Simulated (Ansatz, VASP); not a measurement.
One calculation of C, two programs

```
C
1.0
     2.10776    0.00000    0.00000
    -1.05388    1.82538    0.00000
     0.00000    0.00000    3.70167
C
2
Direct
  0.33333 0.66667 0.25000
  0.66667 0.33333 0.75000
```

Alike in both runs: functional r2SCAN; k mesh 9 × 9 × 6; occupations gaussian, width 0.1 eV; no spin polarisation.

Ansatz relaxed the structure, and its values are those at the end. VASP's run is a single point on that final structure, the one shown.

```csv
,VASP,Ansatz
version,VASP 6.6.1,Ansatz 0.2.0
potentials or method,"VASP PAW PBE potentials, release 64 (C), cutoff 520 eV","scalar-relativistic, plane waves, PAW"
valence electrons in the cell,8,8
```

|  | VASP | Ansatz | Ansatz less VASP |
| --- | --- | --- | --- |
| gap on the k mesh at the Fermi level (eV) | none | none | - |
| pressure (GPa) | 0.3 | 0.1 | -0.16 |

VASP's potentials were made for PBE, not for r2SCAN. A gap of «none» marks a metal or a gap that the smearing closes.

The k mesh is coarse, so the values compare programs but aren't converged.
